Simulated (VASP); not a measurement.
# NaHF2 (R-3m) in VASP: a series of runs, part 2 of 2

VASP 6.6.1. The steps go on from the part before.

### 4 Single point, LDA (12.72 Å³/atom)

This run uses another cell than the first one, of 12.72 Å³/atom.

The input, INCAR:

```
PREC     = Accurate       # precision mode
ENCUT    = 520            # plane-wave cutoff, eV
EDIFF    = 1E-7           # SCF threshold, eV
ISMEAR   = -1             # smearing method
SIGMA    = 0.02           # smearing width, eV
LREAL    = F              # projectors in reciprocal space
LASPH    = T              # aspherical terms in the spheres
NELM     = 60             # most SCF steps
ALGO     = Normal         # electronic algorithm
ISIF     = 2              # what is computed and relaxed
LWAVE    = F              # write WAVECAR
LCHARG   = F              # write CHGCAR
NBANDS   = 19             # bands
```

The input, KPOINTS:

```
Automatic mesh
0
Gamma
  10 10 10
```

The input, POSCAR:

```
NaHF2
1.0
    1.7623449062      1.0174903060      4.7298520461
   -1.7623449062      1.0174903060      4.7298520461
    0.0000000000     -2.0349806121      4.7298520461
Na H F
1 1 2
Direct
    0.0000000000      0.0000000000      0.0000000000
    0.5000000000      0.5000000000      0.5000000000
    0.4100000000      0.4100000000      0.4100000000
    0.5900000000      0.5900000000      0.5900000000
```

Potentials or basis: VASP PAW LDA potentials, release 64 (Na_pv, H, F).

The run is started by

```console
$ cat potpaw_LDA.64/Na_pv/POTCAR potpaw_LDA.64/H/POTCAR potpaw_LDA.64/F/POTCAR > POTCAR
$ mpirun -np 1 vasp_std > vasp.out
```

OUTCAR:

```text
PREC = Accurate
   ENCUT = 520
   EDIFF = 1E-7
   ISMEAR = -1
   LREAL = F
   LASPH = T
   NELM = 60
   ISIF = 2

 ion  position               nearest neighbor table
   1  0.000  0.000  0.000-   4 2.31   4 2.31   3 2.31   3 2.31   4 2.31   3 2.31
   2  0.500  0.500  0.500-   3 1.28   4 1.28
   3  0.410  0.410  0.410-   2 1.28   1 2.31   1 2.31   1 2.31
   4  0.590  0.590  0.590-   2 1.28   1 2.31   1 2.31   1 2.31

  LATTYP: Found a trigonal (rhomboedric) cell.
 ALAT       =     5.1490432577
 COS(alpha) =     0.7657073146

  Lattice vectors:

 A1 = (   1.7623449062,   1.0174903060,   4.7298520461)
 A2 = (  -1.7623449062,   1.0174903060,   4.7298520461)
 A3 = (   0.0000000000,  -2.0349806121,   4.7298520461)

Analysis of symmetry for initial positions (statically):
=====================================================================
 Subroutine PRICEL returns:
 Original cell was already a primitive cell.

 Routine SETGRP: Setting up the symmetry group for a
 trigonal (rhombohedral) supercell.

 Subroutine GETGRP returns: Found 12 space group operations
 (whereof 12 operations were pure point group operations)
 out of a pool of 12 trial point group operations.

The static configuration has the point symmetry D_3d.

Analysis of symmetry for dynamics (positions and initial velocities):
=====================================================================
 Subroutine PRICEL returns:
 Original cell was already a primitive cell.

 Routine SETGRP: Setting up the symmetry group for a
 trigonal (rhombohedral) supercell.

 Subroutine GETGRP returns: Found 12 space group operations
 (whereof 12 operations were pure point group operations)
 out of a pool of 12 trial point group operations.

The dynamic configuration has the point symmetry D_3d.

 Subroutine INISYM returns: Found 12 space group operations
 (whereof 12 operations are pure point group operations),
 and found     1 'primitive' translations

----------------------------------------------------------------------------------------

                                     Primitive cell

  volume of cell :      50.8885

  direct lattice vectors                    reciprocal lattice vectors
     1.762344906  1.017490306  4.729852046     0.283712909  0.163801724  0.070474368
    -1.762344906  1.017490306  4.729852046    -0.283712909  0.163801724  0.070474368
     0.000000000 -2.034980612  4.729852046     0.000000000 -0.327603449  0.070474368

  length of vectors
     5.149043258  5.149043258  5.149043258     0.335097980  0.335097980  0.335097980

  position of ions in fractional coordinates (direct lattice)
     0.000000000  0.000000000  0.000000000
     0.500000000  0.500000000  0.500000000
     0.410000000  0.410000000  0.410000000
     0.590000000  0.590000000  0.590000000

  ion indices of the primitive-cell ions
   primitive index   ion index
                 1           1
                 2           2
                 3           3
                 4           4

----------------------------------------------------------------------------------------

 KPOINTS: Automatic mesh

Automatic generation of k-mesh.
 Grid dimensions read from file:
 generate k-points for:   10   10   10

 Generating k-lattice:

  Cartesian coordinates                     Fractional coordinates (reciprocal lattice)
     0.028371291  0.016380172  0.007047437     0.100000000  0.000000000 -0.000000000
    -0.028371291  0.016380172  0.007047437     0.000000000  0.100000000 -0.000000000
     0.000000000 -0.032760345  0.007047437     0.000000000  0.000000000  0.100000000

  Length of vectors
     0.033509798  0.033509798  0.033509798

  Shift w.r.t. Gamma in fractional coordinates (k-lattice)
     0.000000000  0.000000000  0.000000000

 Subroutine IBZKPT returns following result:
 ===========================================

 Found    116 irreducible k-points:

 Following reciprocal coordinates:
            Coordinates               Weight
  0.000000  0.000000  0.000000      1.000000
  0.100000 -0.000000  0.000000      6.000000
  0.200000 -0.000000  0.000000      6.000000
  0.300000  0.000000  0.000000      6.000000
  0.400000  0.000000  0.000000      6.000000
  0.500000 -0.000000  0.000000      3.000000
[... 16 lines left out ...]
  0.300000  0.300000  0.000000      6.000000
  0.400000  0.300000  0.000000     12.000000
 [... further k-points ...]
   k-points           NKPTS =    116   k-points in BZ     NKDIM =    116   number of bands    NBANDS=     19
   number of dos      NEDOS =    301   number of ions     NIONS =      4
   total plane-waves  NPLWV =  64000
   dimension x,y,z NGX =    40 NGY =   40 NGZ =   40
   dimension x,y,z NGXF=    80 NGYF=   80 NGZF=   80
   ions per type =               1   1   2
   NGX,Y,Z   is equivalent  to a cutoff of  12.91, 12.91, 12.91 a.u.
   NGXF,Y,Z  is equivalent  to a cutoff of  25.83, 25.83, 25.83 a.u.
 SYSTEM =  unknown system
   PREC   = accura    normal or accurate (medium, high low for compatibility)
   ISTART =      0    job   : 0-new  1-cont  2-samecut
   ICHARG =      2    charge: 1-file 2-atom 10-const
   ISPIN  =      1    spin polarized calculation?
   LNONCOLLINEAR =      F non collinear calculations
   LSORBIT =      F    spin-orbit coupling
   LASPH  =      T    aspherical Exc in radial PAW
   ENCUT  =  520.0 eV  38.22 Ry    6.18 a.u.   9.57  9.57  9.57*2*pi/ulx,y,z
   NELM   =     60;   NELMIN=  2; NELMDL= -5     # of ELM steps
   EDIFF  = 0.1E-06   stopping-criterion for ELM
   LREAL  =      F    real-space projection
   EDIFFG = 0.1E-05   stopping-criterion for IOM
   NSW    =      0    number of steps for IOM
   IBRION =     -1    ionic relax: 0-MD 1-quasi-New 2-CG
   NFREE  =      0    steps in history (QN), initial steepest desc. (CG)
   ISIF   =      2    stress and relaxation
   ISYM   =      2    0-nonsym 1-usesym 2-fastsym
   POTIM  = 0.5000    time-step for ionic-motion
   TEBEG  =    0.0;   TEEND  =   0.0 temperature during run
   PSTRESS=    0.0 pullay stress
   NELECT =      22.0000    total number of electrons
   NUPDOWN=      -1.0000    fix difference up-down
   EMIN   =  10.00;   EMAX   =-10.00  energy-range for DOS
   EFERMI =   0.00;   METHOD = LEGACY
   ISMEAR =    -1;   SIGMA  =   0.02  broadening in eV -4-tet -1-fermi 0-gaus
   EFERMI_NEDOS =   21; number of points for ismear=-14 and -15
   IALGO  =     38    algorithm
   IMIX   =      4    mixing-type and parameters
     AMIX     =   0.40;   BMIX     =  1.00
     AMIX_MAG =   1.60;   BMIX_MAG =  1.00
  volume/ion in A,a.u.               =      12.72        85.85
  Fermi-wavevector in a.u.,A,eV,Ry     =   1.237872  2.339239 20.848574  1.532327
  Thomas-Fermi vector in A             =   2.372421
   LORBIT       =      0    0 simple, 1 ext, 2 COOP (PROOUT), +10 PAW based schemes
   GGA     = CA    functional components
   LHFCALC =     F    Hartree Fock is set to
   AEXX    =    0.0000 exact exchange contribution
   IVDW    =     0    specifies the selected vdW correction
   LEPSILON=     F    determine dielectric tensor
   LRPA    =     F    only Hartree local field effects (RPA)
 non-spin polarized calculation
  energy-cutoff  :      520.00
  volume of cell :       50.89
 maximum number of plane-waves:      1403
 NGX is ok and might be reduce to    40
   NGX = 19   NGY = 19   NGZ = 19

 number of electron      21.9999994 magnetization

 Free energy of the ion-electron system (eV)
  ---------------------------------------------------
  ext. energy  EPLUGINS =         0.00000000
  ---------------------------------------------------
  free energy    TOTEN  =       -18.35934538 eV

  energy without entropy =      -18.35934538  energy(sigma->0) =      -18.35934538

 E-fermi :  -3.9853     XC(G=0):  -8.5757

 val. band max:       -4.5147161552   @ k =   0.5000   0.5000   0.5000
 cond. band min:       1.6013458925   @ k =   0.0000   0.0000   0.0000
 fundamental gap:      6.1160620477
 Fermi energy:        -3.9853376134

 k-point     1 :       0.0000    0.0000    0.0000
  band No.  band energies     occupation
      1     -23.9909      2.00000
      2     -23.5007      2.00000
      3     -22.7028      2.00000
      4     -22.7028      2.00000
      5     -22.4377      2.00000
      6      -8.6923      2.00000
[... 11 lines left out ...]
     18      15.6847      0.00000
     19      15.6847      0.00000
[... 485 lines left out ...]
 k-point    24 :       0.4000    0.3000    0.0000
  band No.  band energies     occupation
      1     -23.9432      2.00000
      2     -23.5291      2.00000
      3     -22.7355      2.00000
      4     -22.6794      2.00000
      5     -22.4166      2.00000
      6      -8.2773      2.00000
[... 11 lines left out ...]
     18      14.2408      0.00000
     19      14.6568      0.00000

 [... further k-points ...]
[... 5 lines left out ...]
  --------------------------------------------------------------------------------------
  -------------------------------------------------------------------------------------
  Total       -0.9556413     -0.9556413     -6.5088750      0.0000000      0.0000000      0.0000000
  in kB      -30.0874591    -30.0874591   -204.9257437      0.0000000      0.0000000      0.0000000
  external PRESSURE =     -88.3668873 kB  Pullay stress =       0.0000000 kB

 VOLUME and BASIS-vectors are now :
 -----------------------------------------------------------------------------
  energy-cutoff  :      520.00
  volume of cell :       50.89
      direct lattice vectors                 reciprocal lattice vectors
     1.762344906  1.017490306  4.729852046     0.283712909  0.163801724  0.070474368
    -1.762344906  1.017490306  4.729852046    -0.283712909  0.163801724  0.070474368
     0.000000000 -2.034980612  4.729852046     0.000000000 -0.327603449  0.070474368

 POSITION                                       TOTAL-FORCE (eV/Angst)
 -----------------------------------------------------------------------------------
      0.00000      0.00000      0.00000        -0.000000     -0.000000      0.000000
      0.00000     -0.00000      7.09478         0.000000     -0.000000      0.000000
      0.00000     -0.00000      5.81772        -0.000000     -0.000000      2.258712
      0.00000     -0.00000      8.37184        -0.000000      0.000000     -2.258712
 -----------------------------------------------------------------------------------
    total drift:                                0.000000      0.000000     -0.000000

  FREE ENERGIE OF THE ION-ELECTRON SYSTEM (eV)
  ---------------------------------------------------
  free  energy   TOTEN  =       -18.3593453800 eV

  energy  without entropy=      -18.3593453800  energy(sigma->0) =      -18.35934538
```

Wall time 2.8 min (1 thread of Oxide Virtual Turin-like, shared host); peak memory 0.21 GiB.

Results:

* Free energy: -18.3593 eV
* Pressure: -8.8 GPa
* Largest force: 2.259 eV/Å
* Band gap on the k mesh: 6.12 eV (least direct gap 6.40 eV)

Forces in eV/Å, atoms in the order of the input:
```
Na   0.000  0.000  0.000
H    0.000  0.000  0.000
F    0.000  0.000  2.259
F    0.000  0.000 -2.259
```

Stress tensor (GPa, compression positive):
```
 -3.01   0.00   0.00
  0.00  -3.01   0.00
  0.00   0.00 -20.49
```

Levels at points of the mesh, in eV from the valence-band top:
```tsv
k point	band 7	band 8	band 9	band 10	band 11	band 12	band 13	band 14	band 15	band 16
(0.00, 0.00, 0.00)	-0.32	-0.29	-0.29	-0.28	-0.28	6.12	12.49	13.42	14.88	18.50
(0.50, 0.00, 0.00)	-1.48	-0.50	-0.45	-0.42	-0.39	9.67	10.91	14.34	14.69	15.04
(0.50, 0.50, 0.00)	-1.26	-0.85	-0.68	-0.56	-0.11	10.50	11.05	13.14	13.38	13.94
(0.50, 0.50, 0.50)	-1.28	-0.56	-0.56	0.00	0.00	7.85	9.41	13.12	18.57	18.57
```

Caveat: the stress differs along the axes, from -20 to -3 GPa; forces of over 1 eV/Å act on the atoms, so gaps and moduli don't describe the material at rest. A k mesh can miss the band edges.

### 5 Summary

| cell | gap on the mesh (eV) | pressure (GPa) | largest force (eV/Å) |
| --- | --- | --- | --- |
| a = 5.083 Å, angles 40.0°, 4 atoms | 6.25 | -7.7 | 2.17 |
| a = 5.135 Å, angles 39.3°, 4 atoms | 6.19 | -8.2 | 2.34 |
| a = 5.149 Å, angles 40.0°, 4 atoms | 6.12 | -8.8 | 2.26 |

Alike in all rows: task single point; level LDA; potentials or basis VASP PAW LDA potentials, release 64 (Na_pv, H, F); no spin polarisation; k mesh 10 × 10 × 10; cutoff (eV) 520; smearing fermi-dirac 0.02 eV.

Caveats: forces of over 1 eV/Å act on the atoms, so gaps and moduli don't describe the material at rest; the stress differs along the axes, from -19 to -2 GPa (at least some runs); the stress differs along the axes, from -21 to -2 GPa (at least some runs); the stress differs along the axes, from -20 to -3 GPa (at least some runs).

Total energies depend on the potentials used, so only differences within one code and one set of settings carry meaning.
